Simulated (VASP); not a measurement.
# Tc (Fm-3m) in VASP: a series of runs, part 2 of 3

VASP 6.6.1.

**4. Single point, PBE**

File INCAR:

```
SYSTEM = Tc
ALGO     = Fast           ! electronic algorithm
EDIFF    = 1E-7           ! SCF threshold, eV
ENCUT    = 520            ! plane-wave cutoff, eV
GGA      = PE             ! functional
ISIF     = 2              ! what is computed and relaxed
ISMEAR   = 0              ! smearing method
LASPH    = .TRUE.         ! aspherical terms in the spheres
LCHARG   = .TRUE.         ! write CHGCAR
LELF     = .TRUE.         ! ELF
LREAL    = .FALSE.        ! projectors in reciprocal space
LVHAR    = .TRUE.       
LWAVE    = .FALSE.        ! write WAVECAR
NBANDS   = 12             ! bands
NELM     = 60             ! most SCF steps
PREC     = Accurate       ! precision mode
SIGMA    = 0.05           ! smearing width, eV
```

File KPOINTS:

```
k-points
0
G
  12 12 12
  0 0 0
```

File POSCAR:

```
Tc
1.0
    2.7577164500      0.0000000000      0.0000000000
    1.3788582250      2.3882525021      0.0000000000
    1.3788582250      0.7960841674      2.2516660526
Tc
1
Direct
    0.0000000000      0.0000000000      0.0000000000
```

Potentials or basis: VASP PAW PBE potentials, release 64 (Tc_pv).

Command:

```console
cat potpaw_PBE.64/Tc_pv/POTCAR > POTCAR
mpirun -np 1 vasp_std > vasp.out
```

OUTCAR:

```text
SYSTEM = Tc
   EDIFF = 1E-7
   ENCUT = 520
   GGA = PE
   ISIF = 2
   ISMEAR = 0
   LASPH = .TRUE.
   LREAL = .FALSE.
   NELM = 60
   PREC = Accurate

 ion  position               nearest neighbor table
   1  0.000  0.000  0.000-

  LATTYP: Found a face centered cubic cell.
 ALAT       =     3.9000000047

  Lattice vectors:

 A1 = (   2.7577164500,   0.0000000000,   0.0000000000)
 A2 = (   1.3788582250,   2.3882525021,   0.0000000000)
 A3 = (   1.3788582250,   0.7960841674,   2.2516660526)

Analysis of symmetry for initial positions (statically):
=====================================================================
 Subroutine PRICEL returns:
 Original cell was already a primitive cell.

 Routine SETGRP: Setting up the symmetry group for a
 face centered cubic supercell.

 Subroutine GETGRP returns: Found 48 space group operations
[... 9 lines left out ...]

 Routine SETGRP: Setting up the symmetry group for a
 face centered cubic supercell.

 Subroutine GETGRP returns: Found 48 space group operations
[... 11 lines left out ...]
                                     Primitive cell

  volume of cell :      14.8298

[... 137 lines left out ...]

 val. band max:       12.2790653593   @ k =  -0.4167   0.0833   0.0000
 cond. band min:      12.3018272738   @ k =  -0.2500   0.3333   0.0833
 fundamental gap:      0.0227619146
 Fermi energy:        12.3015924416

 k-point     1 :       0.0000    0.0000    0.0000
  band No.  band energies     occupation
      1     -26.1676      2.00000
      2     -26.1676      2.00000
      3     -26.1676      2.00000
      4       4.8839      2.00000
      5      10.5171      2.00000
      6      10.5171      2.00000
      7      10.5171      2.00000
      8      13.0170      0.00000
      9      13.0170      0.00000
     10      26.2591      0.00000
     11      31.6952      0.00000
     12      31.6952      0.00000
[... 331 lines left out ...]
 k-point    24 :      -0.4167    0.1667    0.0000
  band No.  band energies     occupation
      1     -27.1997      2.00000
      2     -26.5283      2.00000
      3     -26.3605      2.00000
      4       7.7102      2.00000
      5       9.5550      2.00000
      6      11.1340      2.00000
      7      11.3583      2.00000
      8      14.5369      0.00000
      9      17.7899      0.00000
     10      22.4080      0.00000
     11      27.4702      0.00000
     12      30.3558      0.00000

 [... further k-points ...]
[... 5 lines left out ...]
  --------------------------------------------------------------------------------------
  -------------------------------------------------------------------------------------
  Total       -0.6351110     -0.6351110     -0.6351110      0.0000000     -0.0000000      0.0000000
  in kB      -68.6161613    -68.6161613    -68.6161613      0.0000000     -0.0000000      0.0000000
  external PRESSURE =     -68.6161613 kB  Pullay stress =       0.0000000 kB

 VOLUME and BASIS-vectors are now :
 -----------------------------------------------------------------------------
  energy-cutoff  :      520.00
  volume of cell :       14.83
      direct lattice vectors                 reciprocal lattice vectors
     2.757716450  0.000000000  0.000000000     0.362618862 -0.209358097 -0.148038530
     1.378858225  2.388252502  0.000000000     0.000000000  0.418716195 -0.148038530
     1.378858225  0.796084167  2.251666053     0.000000000  0.000000000  0.444115591

 POSITION                                       TOTAL-FORCE (eV/Angst)
 -----------------------------------------------------------------------------------
      0.00000      0.00000      0.00000        -0.000000     -0.000000      0.000000
 -----------------------------------------------------------------------------------
    total drift:                               -0.000000     -0.000000     -0.000000

  FREE ENERGIE OF THE ION-ELECTRON SYSTEM (eV)
  ---------------------------------------------------
  free  energy   TOTEN  =       -10.2711013748 eV

  energy  without entropy=      -10.2694340789  energy(sigma->0) =      -10.27026773
```

OSZICAR:

```text
N       E                     dE             d eps       ncg     rms          rms(c)
DAV:   1     0.115968571152E+03    0.11597E+03   -0.79052E+03  1736   0.103E+03
DAV:   2    -0.928096488995E+01   -0.12525E+03   -0.12183E+03  1924   0.309E+02
DAV:   3    -0.110328350915E+02   -0.17519E+01   -0.17404E+01  1948   0.418E+01
DAV:   4    -0.110400151517E+02   -0.71801E-02   -0.71798E-02  1880   0.295E+00
DAV:   5    -0.110400674823E+02   -0.52331E-04   -0.52331E-04  1936   0.245E-01    0.157E+01
RMM:   6    -0.103486966797E+02    0.69137E+00   -0.89161E-01  1786   0.939E+00    0.489E+00
RMM:   7    -0.102750666264E+02    0.73630E-01   -0.20666E-01  1791   0.474E+00    0.519E-01
RMM:   8    -0.102720209635E+02    0.30457E-02   -0.20422E-02  1864   0.148E+00    0.466E-01
RMM:   9    -0.102711044005E+02    0.91656E-03   -0.24600E-03  1951   0.602E-01    0.550E-02
RMM:  10    -0.102711176866E+02   -0.13286E-04   -0.48829E-04  2012   0.268E-01    0.468E-02
RMM:  11    -0.102711007985E+02    0.16888E-04   -0.46161E-05  1997   0.785E-02    0.267E-02
RMM:  12    -0.102711012414E+02   -0.44292E-06   -0.84692E-06  2012   0.323E-02    0.139E-03
RMM:  13    -0.102711013271E+02   -0.85768E-07   -0.13327E-06  2042   0.137E-02    0.991E-04
RMM:  14    -0.102711013748E+02   -0.47698E-07   -0.12389E-07  1315   0.340E-03
   1 F= -.10271101E+02 E0= -.10270268E+02  d E =-.166730E-02
```

stdout:

```text
POSCAR found type information on POSCAR Tc
 POSCAR found :  1 types and       1 ions
 scaLAPACK will be used
 LDA part: xc-table for (Slater+PW92), standard interpolation
 POSCAR, INCAR and KPOINTS ok, starting setup
 FFT: planning ... GRIDC
 FFT: planning ... GRID_SOFT
 FFT: planning ... GRID
 WAVECAR not read
 entering main loop
```

Run time: 58 s. Hardware: 1 thread of AMD EPYC 7R13, shared host; peak memory 0.11 GiB.

Results:

- Free energy: -10.2711 eV
- Pressure: -6.9 GPa

**5. Single point, PBEsol**

File INCAR:

```
ALGO     = Normal         # electronic algorithm
EDIFF    = 1E-6           # SCF threshold, eV
ENCUT    = 520            # plane-wave cutoff, eV
GGA      = PS             # functional
ISIF     = 2              # what is computed and relaxed
ISMEAR   = 0              # smearing method
LASPH    = T              # aspherical terms in the spheres
LCHARG   = T              # write CHGCAR
LELF     = T              # ELF
LREAL    = F              # projectors in reciprocal space
LVHAR    = T            
LWAVE    = F              # write WAVECAR
NBANDS   = 12             # bands
NELM     = 100            # most SCF steps
PREC     = Accurate       # precision mode
SIGMA    = 0.1            # smearing width, eV
```

File KPOINTS:

```
k-points
0
Gamma
  10 10 10
```

File POSCAR:

```
Tc
1.0
    0.0000000000      1.9500000000      1.9500000000
    1.9500000000      0.0000000000      1.9500000000
    1.9500000000      1.9500000000      0.0000000000
Tc
1
Direct
    0.0000000000      0.0000000000      0.0000000000
```

Potentials or basis: VASP PAW PBE potentials, release 64 (Tc_pv).

Command:

```console
cat potpaw_PBE.64/Tc_pv/POTCAR > POTCAR
mpirun -np 1 vasp_std > vasp.out
```

OUTCAR:

```text
EDIFF = 1E-6
   ENCUT = 520
   GGA = PS
   ISIF = 2
   ISMEAR = 0
   LASPH = T
   LREAL = F
   NELM = 100
   PREC = Accurate

 ion  position               nearest neighbor table
   1  0.000  0.000  0.000-

  LATTYP: Found a face centered cubic cell.
 ALAT       =     3.9000000000

  Lattice vectors:

 A1 = (   0.0000000000,   1.9500000000,   1.9500000000)
 A2 = (   1.9500000000,   0.0000000000,   1.9500000000)
 A3 = (   1.9500000000,   1.9500000000,   0.0000000000)

Analysis of symmetry for initial positions (statically):
=====================================================================
 Subroutine PRICEL returns:
 Original cell was already a primitive cell.

 Routine SETGRP: Setting up the symmetry group for a
 face centered cubic supercell.

 Subroutine GETGRP returns: Found 48 space group operations
[... 9 lines left out ...]

 Routine SETGRP: Setting up the symmetry group for a
 face centered cubic supercell.

 Subroutine GETGRP returns: Found 48 space group operations
[... 11 lines left out ...]
                                     Primitive cell

  volume of cell :      14.8297

  direct lattice vectors                    reciprocal lattice vectors
     0.000000000  1.950000000  1.950000000    -0.256410256  0.256410256  0.256410256
     1.950000000  0.000000000  1.950000000     0.256410256 -0.256410256  0.256410256
     1.950000000  1.950000000  0.000000000     0.256410256  0.256410256 -0.256410256

  length of vectors
     2.757716447  2.757716447  2.757716447     0.444115592  0.444115592  0.444115592

  position of ions in fractional coordinates (direct lattice)
     0.000000000  0.000000000  0.000000000

  ion indices of the primitive-cell ions
   primitive index   ion index
                 1           1

----------------------------------------------------------------------------------------

 KPOINTS: k-points

Automatic generation of k-mesh.
 Grid dimensions read from file:
 generate k-points for:   10   10   10

 Generating k-lattice:

  Cartesian coordinates                     Fractional coordinates (reciprocal lattice)
    -0.025641026  0.025641026  0.025641026     0.100000000  0.000000000  0.000000000
     0.025641026 -0.025641026  0.025641026     0.000000000  0.100000000  0.000000000
     0.025641026  0.025641026 -0.025641026     0.000000000  0.000000000  0.100000000

  Length of vectors
     0.044411559  0.044411559  0.044411559

  Shift w.r.t. Gamma in fractional coordinates (k-lattice)
     0.000000000  0.000000000  0.000000000

 Subroutine IBZKPT returns following result:
 ===========================================

 Found     47 irreducible k-points:

 Following reciprocal coordinates:
            Coordinates               Weight
  0.000000  0.000000  0.000000      1.000000
  0.100000  0.000000  0.000000      8.000000
  0.200000  0.000000  0.000000      8.000000
  0.300000  0.000000  0.000000      8.000000
  0.400000  0.000000  0.000000      8.000000
  0.500000  0.000000  0.000000      4.000000
[... 16 lines left out ...]
  0.300000  0.300000  0.000000      6.000000
  0.400000  0.300000  0.000000     24.000000
 [... further k-points ...]
   k-points           NKPTS =     47   k-points in BZ     NKDIM =     47   number of bands    NBANDS=     12
   number of dos      NEDOS =    301   number of ions     NIONS =      1
   total plane-waves  NPLWV =  13824
   dimension x,y,z NGX =    24 NGY =   24 NGZ =   24
   dimension x,y,z NGXF=    48 NGYF=   48 NGZF=   48
   ions per type =               1
   NGX,Y,Z   is equivalent  to a cutoff of  14.47, 14.47, 14.47 a.u.
   NGXF,Y,Z  is equivalent  to a cutoff of  28.94, 28.94, 28.94 a.u.
 SYSTEM =  unknown system
   PREC   = accura    normal or accurate (medium, high low for compatibility)
   ISTART =      0    job   : 0-new  1-cont  2-samecut
   ICHARG =      2    charge: 1-file 2-atom 10-const
   ISPIN  =      1    spin polarized calculation?
   LNONCOLLINEAR =      F non collinear calculations
   LSORBIT =      F    spin-orbit coupling
   LASPH  =      T    aspherical Exc in radial PAW
   ENCUT  =  520.0 eV  38.22 Ry    6.18 a.u.   5.13  5.13  5.13*2*pi/ulx,y,z
   NELM   =    100;   NELMIN=  2; NELMDL= -5     # of ELM steps
   EDIFF  = 0.1E-05   stopping-criterion for ELM
   LREAL  =      F    real-space projection
   EDIFFG = 0.1E-04   stopping-criterion for IOM
   NSW    =      0    number of steps for IOM
   IBRION =     -1    ionic relax: 0-MD 1-quasi-New 2-CG
   NFREE  =      0    steps in history (QN), initial steepest desc. (CG)
   ISIF   =      2    stress and relaxation
   ISYM   =      2    0-nonsym 1-usesym 2-fastsym
   POTIM  = 0.5000    time-step for ionic-motion
   TEBEG  =    0.0;   TEEND  =   0.0 temperature during run
   PSTRESS=    0.0 pullay stress
   NELECT =      13.0000    total number of electrons
   NUPDOWN=      -1.0000    fix difference up-down
   EMIN   =  10.00;   EMAX   =-10.00  energy-range for DOS
   EFERMI =   0.00;   METHOD = LEGACY
   ISMEAR =     0;   SIGMA  =   0.10  broadening in eV -4-tet -1-fermi 0-gaus
   EFERMI_NEDOS =   21; number of points for ismear=-14 and -15
   IALGO  =     38    algorithm
   IMIX   =      4    mixing-type and parameters
     AMIX     =   0.40;   BMIX     =  1.00
     AMIX_MAG =   1.60;   BMIX_MAG =  1.00
  volume/ion in A,a.u.               =      14.83       100.08
  Fermi-wavevector in a.u.,A,eV,Ry     =   1.566792  2.960808 33.400086  2.454837
  Thomas-Fermi vector in A             =   2.669068
   LORBIT       =      0    0 simple, 1 ext, 2 COOP (PROOUT), +10 PAW based schemes
   GGA     = PS    functional components
   LHFCALC =     F    Hartree Fock is set to
   AEXX    =    0.0000 exact exchange contribution
   IVDW    =     0    specifies the selected vdW correction
   LEPSILON=     F    determine dielectric tensor
   LRPA    =     F    only Hartree local field effects (RPA)
 non-spin polarized calculation
 Gauss-broadening in eV      SIGMA  =   0.10
  energy-cutoff  :      520.00
  volume of cell :       14.83
 maximum number of plane-waves:       411
 NGX is ok and might be reduce to    24
   NGX = 11   NGY = 11   NGZ = 11

 number of electron      13.0000001 magnetization

 Free energy of the ion-electron system (eV)
  ---------------------------------------------------
  ext. energy  EPLUGINS =         0.00000000
  ---------------------------------------------------
  free energy    TOTEN  =       -11.14218028 eV

  energy without entropy =      -11.13248487  energy(sigma->0) =      -11.13733257

 E-fermi :  12.0316     XC(G=0): -13.7387

 val. band max:       12.0281687905   @ k =  -0.4000   0.4000   0.0000
 cond. band min:      12.0652890279   @ k =   0.3000   0.2000   0.1000
 fundamental gap:      0.0371202374
 Fermi energy:        12.0316398263

 k-point     1 :       0.0000    0.0000    0.0000
  band No.  band energies     occupation
      1     -26.2594      2.00000
      2     -26.2594      2.00000
      3     -26.2594      2.00000
      4       4.6867      2.00000
      5      10.3741      2.00000
      6      10.3741      2.00000
      7      10.3741      2.00000
      8      12.8656      0.00000
      9      12.8656      0.00000
     10      26.1202      0.00000
     11      31.5074      0.00000
     12      31.5074      0.00000

 k-point     2 :       0.1000    0.0000    0.0000
  band No.  band energies     occupation
      1     -26.3745      2.00000
      2     -26.2741      2.00000
      3     -26.2741      2.00000
      4       5.0917      2.00000
      5      10.1492      2.00000
      6      10.5429      2.00000
      7      10.5429      2.00000
      8      12.7547      0.00000
      9      12.7547      0.00000
     10      26.8295      0.00000
     11      29.9345      0.00000
     12      32.2021      0.00000

 k-point     3 :       0.2000    0.0000    0.0000
  band No.  band energies     occupation
      1     -26.6696      2.00000
      2     -26.3123      2.00000
      3     -26.3123      2.00000
      4       6.0849      2.00000
      5       9.8335      2.00000
      6      10.7889      2.00000
      7      10.7889      2.00000
      8      12.7592      0.00000
      9      12.7592      0.00000
     10      27.3946      0.00000
     11      28.5325      0.00000
     12      34.1033      0.00000
[... 286 lines left out ...]
 k-point    23 :       0.3000    0.3000    0.0000
  band No.  band energies     occupation
      1     -26.9840      2.00000
      2     -26.5308      2.00000
      3     -26.5308      2.00000
      4       7.2088      2.00000
      5       7.9331      2.00000
      6      11.8676      1.97965
      7      13.0079      0.00000
      8      13.0079      0.00000
      9      14.0354      0.00000
     10      29.1670      0.00000
     11      29.1670      0.00000
     12      29.5064      0.00000

 k-point    24 :       0.4000    0.3000    0.0000
  band No.  band energies     occupation
      1     -27.1323      2.00000
      2     -26.6135      2.00000
      3     -26.5764      2.00000
      4       7.1863      2.00000
      5       7.7234      2.00000
      6      11.8727      1.97540
      7      13.1840      0.00000
      8      14.6980      0.00000
      9      14.9996      0.00000
     10      26.4291      0.00000
     11      27.9900      0.00000
     12      28.7303      0.00000

 [... further k-points ...]
[... 5 lines left out ...]
  --------------------------------------------------------------------------------------
  -------------------------------------------------------------------------------------
  Total       -1.4018277     -1.4018277     -1.4018277      0.0000000      0.0000000     -0.0000000
  in kB     -151.4507396   -151.4507396   -151.4507396      0.0000000      0.0000000     -0.0000000
  external PRESSURE =    -151.4507396 kB  Pullay stress =       0.0000000 kB

 VOLUME and BASIS-vectors are now :
 -----------------------------------------------------------------------------
  energy-cutoff  :      520.00
  volume of cell :       14.83
      direct lattice vectors                 reciprocal lattice vectors
     0.000000000  1.950000000  1.950000000    -0.256410256  0.256410256  0.256410256
     1.950000000  0.000000000  1.950000000     0.256410256 -0.256410256  0.256410256
     1.950000000  1.950000000  0.000000000     0.256410256  0.256410256 -0.256410256

 POSITION                                       TOTAL-FORCE (eV/Angst)
 -----------------------------------------------------------------------------------
      0.00000      0.00000      0.00000        -0.000000      0.000000      0.000000
 -----------------------------------------------------------------------------------
    total drift:                               -0.000000     -0.000000     -0.000000

  FREE ENERGIE OF THE ION-ELECTRON SYSTEM (eV)
  ---------------------------------------------------
  free  energy   TOTEN  =       -11.1421802808 eV

  energy  without entropy=      -11.1324848686  energy(sigma->0) =      -11.13733257
```

Run time: 20 s. Hardware: 1 thread of AMD EPYC, shared host; peak memory 0.11 GiB.

Results:

```yaml
Free_energy: -11.1422 eV
Pressure: -15.1 GPa
```

Caveat: the PAW data sets were made with another functional, which shifts forces and pressure a little.

[end of part 2 of 3]
